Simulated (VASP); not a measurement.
# KCl in VASP: a series of runs

The runs below take KCl through single point, with PBE, r2SCAN.

All numbers are computed with VASP 6.6.1; they aren't measurements. Logs are shortened: lines on timing, memory, paths and dates and some standing lists are left out, and cuts for length are marked.

## Step 1: The cell of the first run

The structure is cubic, space group Fm-3m (No. 225). Conventional cell: a = 6.589 Å, b = 6.589 Å, c = 6.589 Å, α = 90.00°, β = 90.00°, γ = 90.00°. K (site symmetry m-3m) has 6 Cl at 3.29 Å within 4.3 Å. Cl (site symmetry m-3m) has 6 K at 3.29 Å within 4.3 Å.

## Step 2: Single point, PBE (strain +4.8%)

Input file INCAR:

```
  PREC = Accurate
  ENCUT = 520
  EDIFF = 1E-6
  ISMEAR = -1
  SIGMA = 0.02
  LREAL = F
  LASPH = T
  NELM = 60
  ALGO = Normal
  ISIF = 2
  LWAVE = F
  LCHARG = F
  GGA = PE
  NBANDS = 15
```

Input file KPOINTS:

```
Automatic mesh
0
Gamma
  8 8 8
```

Input file POSCAR:

```
KCl
1.0
    0.0000000000      3.2945431022      3.2945431022
    3.2945431022      0.0000000000      3.2945431022
    3.2945431022      3.2945431022      0.0000000000
K Cl
1 1
Direct
    0.0000000000      0.0000000000      0.0000000000
    0.5000000000      0.5000000000      0.5000000000
```

Potentials or basis: VASP PAW PBE potentials, release 64 (K_sv, Cl).

Launch:

```console
$ cat potpaw_PBE.64/K_sv/POTCAR potpaw_PBE.64/Cl/POTCAR > POTCAR
$ mpirun -np 1 vasp_std > vasp.out
```

OUTCAR:

```text
PREC = Accurate
   ENCUT = 520
   EDIFF = 1E-6
   ISMEAR = -1
   LREAL = F
   LASPH = T
   NELM = 60
   ISIF = 2
   GGA = PE

 ion  position               nearest neighbor table
   1  0.000  0.000  0.000-
   2  0.500  0.500  0.500-

  LATTYP: Found a face centered cubic cell.
 ALAT       =     6.5890862044

  Lattice vectors:

 A1 = (   0.0000000000,   3.2945431022,   3.2945431022)
 A2 = (   3.2945431022,   0.0000000000,   3.2945431022)
 A3 = (   3.2945431022,   3.2945431022,   0.0000000000)

Analysis of symmetry for initial positions (statically):
=====================================================================
 Subroutine PRICEL returns:
 Original cell was already a primitive cell.

 Routine SETGRP: Setting up the symmetry group for a
 face centered cubic supercell.

 Subroutine GETGRP returns: Found 48 space group operations
 (whereof 48 operations were pure point group operations)
 out of a pool of 48 trial point group operations.

The static configuration has the point symmetry O_h .

Analysis of symmetry for dynamics (positions and initial velocities):
=====================================================================
 Subroutine PRICEL returns:
 Original cell was already a primitive cell.

 Routine SETGRP: Setting up the symmetry group for a
 face centered cubic supercell.

 Subroutine GETGRP returns: Found 48 space group operations
 (whereof 48 operations were pure point group operations)
 out of a pool of 48 trial point group operations.

The dynamic configuration has the point symmetry O_h .

 Subroutine INISYM returns: Found 48 space group operations
 (whereof 48 operations are pure point group operations),
 and found     1 'primitive' translations

----------------------------------------------------------------------------------------

                                     Primitive cell

  volume of cell :      71.5180

  direct lattice vectors                    reciprocal lattice vectors
     0.000000000  3.294543102  3.294543102    -0.151766113  0.151766113  0.151766113
     3.294543102  0.000000000  3.294543102     0.151766113 -0.151766113  0.151766113
     3.294543102  3.294543102  0.000000000     0.151766113  0.151766113 -0.151766113

  length of vectors
     4.659187537  4.659187537  4.659187537     0.262866618  0.262866618  0.262866618

  position of ions in fractional coordinates (direct lattice)
     0.000000000  0.000000000  0.000000000
[... 85 lines left out ...]
   ISYM   =      2    0-nonsym 1-usesym 2-fastsym
   POTIM  = 0.5000    time-step for ionic-motion
   TEBEG  =    0.0;   TEEND  =   0.0 temperature during run
   PSTRESS=    0.0 pullay stress
   NELECT =      16.0000    total number of electrons
   NUPDOWN=      -1.0000    fix difference up-down
   EMIN   =  10.00;   EMAX   =-10.00  energy-range for DOS
   EFERMI =   0.00;   METHOD = LEGACY
   ISMEAR =    -1;   SIGMA  =   0.02  broadening in eV -4-tet -1-fermi 0-gaus
   EFERMI_NEDOS =   21; number of points for ismear=-14 and -15
   IALGO  =     38    algorithm
   IMIX   =      4    mixing-type and parameters
     AMIX     =   0.40;   BMIX     =  1.00
     AMIX_MAG =   1.60;   BMIX_MAG =  1.00
  volume/ion in A,a.u.               =      35.76       241.31
  Fermi-wavevector in a.u.,A,eV,Ry     =   0.993824  1.878056 13.438295  0.987687
  Thomas-Fermi vector in A             =   2.125733
   LORBIT       =      0    0 simple, 1 ext, 2 COOP (PROOUT), +10 PAW based schemes
   GGA     = PE    functional components
   LHFCALC =     F    Hartree Fock is set to
   AEXX    =    0.0000 exact exchange contribution
   IVDW    =     0    specifies the selected vdW correction
   LEPSILON=     F    determine dielectric tensor
   LRPA    =     F    only Hartree local field effects (RPA)
 non-spin polarized calculation
  energy-cutoff  :      520.00
  volume of cell :       71.52
 maximum number of plane-waves:      1964
   NGX = 17   NGY = 17   NGZ = 17

 number of electron      16.0000001 magnetization

 Free energy of the ion-electron system (eV)
  ---------------------------------------------------
  ext. energy  EPLUGINS =         0.00000000
  ---------------------------------------------------
  free energy    TOTEN  =        -6.78512062 eV

  energy without entropy =       -6.78512062  energy(sigma->0) =       -6.78512062

 E-fermi :  -1.8628     XC(G=0):  -6.9932

 val. band max:       -2.3334634085   @ k =   0.0000   0.0000   0.0000
 cond. band min:       2.4113243874   @ k =   0.0000   0.0000   0.0000
 fundamental gap:      4.7447877958
 Fermi energy:        -1.8628049394

 k-point     1 :       0.0000    0.0000    0.0000
  band No.  band energies     occupation
      1     -29.8914      2.00000
      2     -14.3150      2.00000
      3     -13.3484      2.00000
      4     -13.3484      2.00000
      5     -13.3484      2.00000
      6      -2.3335      2.00000
      7      -2.3335      2.00000
      8      -2.3335      2.00000
      9       2.4113      0.00000
     10       5.9330      0.00000
     11       5.9330      0.00000
     12       5.9330      0.00000
     13       6.7372      0.00000
     14       6.7372      0.00000
[... 401 lines left out ...]
      2     -14.3980      2.00000
      3     -13.3801      2.00000
      4     -13.3676      2.00000
      5     -13.2283      2.00000
      6      -3.0075      2.00000
      7      -2.6513      2.00000
      8      -2.5810      2.00000
      9       5.1644      0.00000
     10       5.6052      0.00000
     11       7.1035      0.00000
     12       7.2884      0.00000
     13       8.0733      0.00000
     14       8.8118      0.00000
     15       8.8789      0.00000

 [... further k-points ...]

------------------------ aborting loop because EDIFF is reached ----------------------------------------

  FORCE on cell =-STRESS in cart. coord.  units (eV):
  Direction    XX          YY          ZZ          XY          YZ          ZX
  --------------------------------------------------------------------------------------
  -------------------------------------------------------------------------------------
  Total       -0.5531782     -0.5531782     -0.5531782      0.0000000      0.0000000      0.0000000
  in kB      -12.3925327    -12.3925327    -12.3925327      0.0000000      0.0000000      0.0000000
  external PRESSURE =     -12.3925327 kB  Pullay stress =       0.0000000 kB

 VOLUME and BASIS-vectors are now :
 -----------------------------------------------------------------------------
  energy-cutoff  :      520.00
  volume of cell :       71.52
      direct lattice vectors                 reciprocal lattice vectors
     0.000000000  3.294543102  3.294543102    -0.151766113  0.151766113  0.151766113
     3.294543102  0.000000000  3.294543102     0.151766113 -0.151766113  0.151766113
     3.294543102  3.294543102  0.000000000     0.151766113  0.151766113 -0.151766113

 POSITION                                       TOTAL-FORCE (eV/Angst)
 -----------------------------------------------------------------------------------
      0.00000      0.00000      0.00000         0.000000      0.000000      0.000000
      3.29454      3.29454      3.29454        -0.000000     -0.000000     -0.000000
 -----------------------------------------------------------------------------------
    total drift:                                0.000000      0.000000      0.000000

  FREE ENERGIE OF THE ION-ELECTRON SYSTEM (eV)
  ---------------------------------------------------
  free  energy   TOTEN  =        -6.7851206160 eV

  energy  without entropy=       -6.7851206160  energy(sigma->0) =       -6.78512062
```

stdout:

```text
POSCAR found type information on POSCAR K Cl
 POSCAR found :  2 types and       2 ions
 scaLAPACK will be used
 LDA part: xc-table for (Slater+PW92), standard interpolation
 POSCAR, INCAR and KPOINTS ok, starting setup
 FFT: planning ... GRIDC
 FFT: planning ... GRID_SOFT
 FFT: planning ... GRID
 WAVECAR not read
 entering main loop
```

Run time: 22 s. Hardware: 1 thread of AMD EPYC 7R13 (Zen 3), shared host; peak memory 0.18 GiB.

Results:

| Quantity | Value |
| --- | --- |
| Free energy | -6.7851 eV |
| Pressure | -1.2 GPa |
| Band gap on the k mesh | 4.74 eV, direct |

Caveat: the cell differs from its parent crystal (strain +4.8%). A k mesh can miss the band edges.

## Step 3: Single point, r2SCAN (strain +4.8%)

POSCAR is that of step 2.

Input file INCAR.step1:

```
SYSTEM = KCl
PREC = Accurate
ENCUT = 520
ISMEAR = 0
SIGMA = 0.01
LREAL = .False.
LASPH = .True.
NELM = 80
NBANDS = 15
GGA = PE
ALGO = Normal
EDIFF = 1E-4
LWAVE = .True.
LCHARG = .False.
```

Input file INCAR.step2:

```
SYSTEM = KCl
PREC = Accurate
ENCUT = 520
EDIFF = 1E-7
ISMEAR = 0
SIGMA = 0.01
LREAL = .False.
LASPH = .True.
NELM = 80
ALGO = Normal
ISIF = 2
LWAVE = .False.
LCHARG = .True.
METAGGA = R2SCAN
LMIXTAU = .True.
LELF = .True.
LVHAR = .True.
NBANDS = 15
ISTART = 1
```

Input file KPOINTS:

```
regular mesh
0
Gamma
  8 8 8
  0 0 0
```

Potentials or basis: VASP PAW PBE potentials, release 64 (K_sv, Cl).

Launch:

```console
$ cat potpaw_PBE.64/K_sv/POTCAR potpaw_PBE.64/Cl/POTCAR > POTCAR
$ cp INCAR.step1 INCAR
$ mpirun -np 1 vasp_std > vasp.out
$ cp INCAR.step2 INCAR
$ mpirun -np 1 vasp_std > vasp.out
```

OUTCAR:

```text
SYSTEM = KCl
   PREC = Accurate
   ENCUT = 520
   EDIFF = 1E-7
   ISMEAR = 0
   LREAL = .False.
   LASPH = .True.
   NELM = 80
   ISIF = 2
   METAGGA = R2SCAN
   ISTART = 1

 ion  position               nearest neighbor table
   1  0.000  0.000  0.000-
   2  0.500  0.500  0.500-

  LATTYP: Found a face centered cubic cell.
 ALAT       =     6.5890862044

  Lattice vectors:

 A1 = (   0.0000000000,   3.2945431022,   3.2945431022)
[... 607 lines left out ...]
      8      -2.9936      2.00000
      9       5.3090      0.00000
     10       5.7965      0.00000
     11       7.5779      0.00000
     12       7.6949      0.00000
     13       8.4776      0.00000
     14       9.3324      0.00000
     15       9.3622      0.00000

 [... further k-points ...]
[... 5 lines left out ...]
  --------------------------------------------------------------------------------------
  -------------------------------------------------------------------------------------
  Total       -0.8559765     -0.8559765     -0.8559765      0.0000000     -0.0000000     -0.0000000
  in kB      -19.1759475    -19.1759475    -19.1759475      0.0000000     -0.0000000     -0.0000000
  external PRESSURE =     -19.1759475 kB  Pullay stress =       0.0000000 kB

 VOLUME and BASIS-vectors are now :
 -----------------------------------------------------------------------------
  energy-cutoff  :      520.00
  volume of cell :       71.52
      direct lattice vectors                 reciprocal lattice vectors
     0.000000000  3.294543102  3.294543102    -0.151766113  0.151766113  0.151766113
     3.294543102  0.000000000  3.294543102     0.151766113 -0.151766113  0.151766113
     3.294543102  3.294543102  0.000000000     0.151766113  0.151766113 -0.151766113

 POSITION                                       TOTAL-FORCE (eV/Angst)
 -----------------------------------------------------------------------------------
      0.00000      0.00000      0.00000        -0.000000      0.000000      0.000000
      3.29454      3.29454      3.29454         0.000000     -0.000000     -0.000000
 -----------------------------------------------------------------------------------
    total drift:                                0.000000      0.000000      0.000000

  FREE ENERGIE OF THE ION-ELECTRON SYSTEM (eV)
  ---------------------------------------------------
  free  energy   TOTEN  =       -16.4458888356 eV

  energy  without entropy=      -16.4458888356  energy(sigma->0) =      -16.44588884
```

OUTCAR.step1:

```text
SYSTEM = KCl
   PREC = Accurate
   ENCUT = 520
   ISMEAR = 0
   LREAL = .False.
   LASPH = .True.
[... 653 lines left out ...]
      0.00000      0.00000      0.00000        -0.000000     -0.000000     -0.000000
      3.29454      3.29454      3.29454         0.000000      0.000000      0.000000
 -----------------------------------------------------------------------------------
    total drift:                                0.000000      0.000000      0.000000

  FREE ENERGIE OF THE ION-ELECTRON SYSTEM (eV)
  ---------------------------------------------------
  free  energy   TOTEN  =        -6.7851158189 eV

  energy  without entropy=       -6.7851158189  energy(sigma->0) =       -6.78511582
```

OSZICAR.step1:

```text
N       E                     dE             d eps       ncg     rms          rms(c)
DAV:   1     0.101503982350E+03    0.10150E+03   -0.69595E+03   870   0.932E+02
DAV:   2    -0.471111127848E+00   -0.10198E+03   -0.94184E+02  1160   0.229E+02
DAV:   3    -0.685646324472E+01   -0.63854E+01   -0.63465E+01  1185   0.524E+01
DAV:   4    -0.712243435506E+01   -0.26597E+00   -0.26591E+00  1374   0.922E+00
DAV:   5    -0.712446519868E+01   -0.20308E-02   -0.20308E-02  1220   0.907E-01    0.288E+00
DAV:   6    -0.679039265965E+01    0.33407E+00   -0.47959E-01  1108   0.325E+00    0.229E+00
DAV:   7    -0.677008012631E+01    0.20313E-01   -0.11192E-01  1192   0.178E+00    0.138E+00
DAV:   8    -0.678344749280E+01   -0.13367E-01   -0.18994E-02  1135   0.988E-01    0.192E-01
DAV:   9    -0.678444001340E+01   -0.99252E-03   -0.15464E-03  1129   0.245E-01    0.109E-01
DAV:  10    -0.678511212174E+01   -0.67211E-03   -0.72466E-04   954   0.172E-01    0.260E-02
DAV:  11    -0.678511581887E+01   -0.36971E-05   -0.32866E-05   946   0.326E-02
   1 F= -.67851158E+01 E0= -.67851158E+01  d E =-.290147E-17
```

It took 2.9 min on 1 thread of AMD EPYC 7R13 (Zen 3), shared host; peak memory 0.19 GiB.

Results:

```
Free energy            : -16.4459 eV
Pressure               : -1.9 GPa
Band gap on the k mesh : 5.38 eV, direct
```

Caveat: the cell differs from its parent crystal (strain +4.8%); the PAW data sets were made with another functional, which shifts forces and pressure a little.

## Step 4: Single point, PBE (biaxial xy strain -1.6%)

Input file INCAR:

```
ALGO = Normal ; EDIFF = 1E-6
ENCUT = 520 ; GGA = PE
ISIF = 2 ; ISMEAR = -1
LASPH = True ; LCHARG = False
LREAL = False ; LWAVE = False
NBANDS = 15 ; NELM = 80
PREC = Accurate ; SIGMA = 0.02
```

Input file KPOINTS:

```
k-points
0
Gamma
  8 8 8
```

Input file POSCAR:

```
KCl
1.0
    0.0000000000      3.0939017793      3.1448483221
    3.0939017793      0.0000000000      3.1448483221
    3.0939017793      3.0939017793      0.0000000000
K Cl
1 1
Direct
    0.0000000000      0.0000000000      0.0000000000
    0.5000000000      0.5000000000      0.5000000000
```

Launch:

```console
$ cat potpaw_PBE.64/K_sv/POTCAR potpaw_PBE.64/Cl/POTCAR > POTCAR
$ mpirun -np 1 vasp_std > vasp.out
```

It took 2.1 min on 1 thread of AMD EPYC 7R13 (Zen 3), shared host; peak memory 0.19 GiB.

It converged, with:

```yaml
Free_energy: -6.7869 eV
Pressure: 1.5 GPa
Band_gap_on_the_k_mesh: 5.30 eV, direct
```

Stress tensor (GPa, compression positive):
```
1.78 0.00 0.00
0.00 1.78 0.00
0.00 0.00 1.06
```

Levels at points of the mesh, in eV from the valence-band top:
```
           k point  band 5  band 6  band 7  band 8  band 9  band 10  band 11  band 12
(0.00, 0.00, 0.00)  -10.58   -0.01    0.00    0.00    5.30     8.32     8.43     8.43
(0.50, 0.00, 0.00)  -10.32   -1.12   -0.36   -0.36    7.69     8.73    10.63    10.65
(0.50, 0.50, 0.00)  -10.64   -0.70   -0.22   -0.22    6.51     8.49    10.21    10.27
(0.50, 0.00, 0.50)  -10.64   -0.67   -0.24   -0.24    6.49     8.51    10.31    10.32
```

Caveat: the cell differs from its parent crystal (biaxial xy strain -1.6%). A k mesh can miss the band edges.

## Step 5: The runs side by side

| level | cell | smearing | gap on the mesh (eV) | pressure (GPa) |
| --- | --- | --- | --- | --- |
| PBE | a = 4.659 Å, angles 60.0°, 2 atoms | fermi-dirac 0.02 eV | 4.74 | -1.2 |
| r2SCAN | a = 4.659 Å, angles 60.0°, 2 atoms | gaussian 0.01 eV | 5.38 | -1.9 |
| PBE | a = 4.412, b = 4.412, c = 4.375 Å, angles 60.3, 60.3, 59.5°, 2 atoms | fermi-dirac 0.02 eV | 5.30 | 1.5 |

Alike in all rows: task single point; potentials or basis VASP PAW PBE potentials, release 64 (K_sv, Cl); no spin polarisation; k mesh 8 × 8 × 8; cutoff (eV) 520.

Caveats: the PAW data sets were made with another functional, which shifts forces and pressure a little (some runs).

Total energies depend on the potentials used, so only differences within one code and one set of settings carry meaning.
